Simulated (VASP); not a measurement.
The system is HfO2.

```
Hf O
1.0
     5.21946    0.00000    0.00000
     0.00000    5.00476    0.00000
     0.00000    0.00000    5.03269
Hf O
4 8
Direct
  0.96699 0.73252 0.74144
  0.53301 0.73252 0.24144
  0.46699 0.26748 0.74144
  0.03301 0.26748 0.24144
  0.63213 0.92865 0.87927
  0.86787 0.92865 0.37927
  0.23395 0.53988 0.49229
  0.26605 0.53988 0.99229
  0.76605 0.46012 0.99229
  0.73395 0.46012 0.49229
  0.13213 0.07135 0.87927
  0.36787 0.07135 0.37927
```

| Item | Value |
| --- | --- |
| Program | VASP 6.6.1 |
| Task | relaxation of cell and atoms |
| Functional | RPBE |
| Dispersion | D3(BJ) |
| Potentials or basis | VASP PAW PBE potentials, release 64 (Hf_pv, O) |
| Cutoff | 600 eV |
| k mesh | 5 × 6 × 5 |
| Occupations | fermi-dirac, width 0.05 eV |
| Spin | no spin polarisation |

At the start: pressure -11.4 GPa; volume 10.96 Å³/atom.

Task: How do energy, volume and symmetry change on relaxing?

Result: Over 28 steps the energy falls by 27.7 meV/atom and the volume is 10.30 Å³/atom (-6.0 %); space group Pca2_1 (No. 29, to 0.1 Å) before and after.

The path:
```csv
step,energy change (eV),largest force (eV/Å),pressure (GPa),volume (Å³)
1,0.0000,0.1403,-11.45,131.46
2,0.3812,0.5698,23.93,117.13
3,-0.2140,0.2636,-0.08,125.85
4,-0.2141,0.2671,0.14,125.74
5,-0.2353,0.1815,0.11,125.51
6,-0.2385,0.3333,0.11,125.38
7,-0.2504,0.1632,-0.03,125.32
8,-0.2518,0.1641,-0.09,125.29
9,-0.2594,0.1507,-0.02,125.20
10,-0.2724,0.2827,0.23,124.93
11,-0.2794,0.2430,0.05,124.95
12,-0.2948,0.1375,-0.48,124.99
13,-0.2989,0.4102,-1.55,125.06
14,-0.3016,0.2938,-1.13,125.03
15,-0.3071,0.2202,-0.71,124.77
16,-0.3126,0.2481,0.33,124.12
17,-0.3178,0.1870,0.24,124.07
18,-0.3255,0.1785,-0.04,123.90
19,-0.3256,0.1983,-0.09,123.88
20,-0.3289,0.0970,-0.14,123.77
21,-0.3294,0.1151,-0.16,123.71
22,-0.3310,0.0511,0.13,123.54
23,-0.3311,0.0527,0.19,123.50
24,-0.3315,0.0326,-0.05,123.60
25,-0.3316,0.0396,-0.21,123.67
26,-0.3318,0.0170,-0.04,123.58
27,-0.3318,0.0164,-0.04,123.59
28,-0.3319,0.0095,0.02,123.55
```

Final structure:
```xyz
12
Lattice="5.1495 0.0000 0.0000 0.0000 4.9141 0.0000 0.0000 0.0000 4.8824" Properties=species:S:1:pos:R:3 pbc="T T T"
Hf    4.9801    3.5871    3.6792
Hf    2.7442    3.5871    1.2380
Hf    2.4053    1.3269    3.6792
Hf    0.1695    1.3269    1.2380
O     3.1584    4.4550    4.1727
O     4.5659    4.4550    1.7315
O     1.2644    2.7056    2.4646
O     1.3104    2.7056    0.0234
O     3.8852    2.2085    0.0234
O     3.8391    2.2085    2.4646
O     0.5836    0.4591    4.1727
O     1.9911    0.4591    1.7315
```

Caveat: the dispersion term is far too large for a dense solid, which distorts pressure and volume; the PAW data sets were made with another functional, which shifts forces and pressure a little.
